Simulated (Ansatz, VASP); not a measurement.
## Te2Mo: VASP beside Ansatz

```xyz
6
Lattice="3.5039 0.0000 0.0000 -1.7519 3.0345 0.0000 0.0000 0.0000 24.7677" Properties=species:S:1:pos:R:3 pbc="T T T"
Te    0.0000    2.0230    4.5000
Te    0.0000    2.0230    8.1339
Te    1.1680    2.0230   11.5339
Te    1.1680    2.0230   15.1677
Mo    1.7519    1.0115    6.3169
Mo   -0.5840    3.0345   13.3508
```

Alike in both runs: task single point; functional PBE; dispersion D3(BJ); k mesh 9 × 9 × 1; occupations gaussian, width 0.05 eV; no spin polarisation.

|  | VASP | Ansatz |
| --- | --- | --- |
| version | VASP 6.6.1 | Ansatz 0.2.0 |
| potentials or method | VASP PAW PBE potentials, release 64 (Te, Mo_sv), cutoff 520 eV | scalar-relativistic, plane waves, PAW |
| valence electrons in the cell | 52 | 92 |

Ansatz gave:

* gap on the k mesh at the Fermi level (eV): 1.03
* least direct gap on the mesh (eV): 1.15
* rms of the force components (eV/Å): 0.067

Question: What did VASP give for the same quantities?

Answer: gap on the k mesh at the Fermi level (eV): 1.03; least direct gap on the mesh (eV): 1.15; rms of the force components (eV/Å): 0.063.

VASP's potentials hold 52 valence electrons a cell and Ansatz's 92, so a difference there can come from the potentials and not from the codes.

Neither program's run includes spin-orbit coupling.
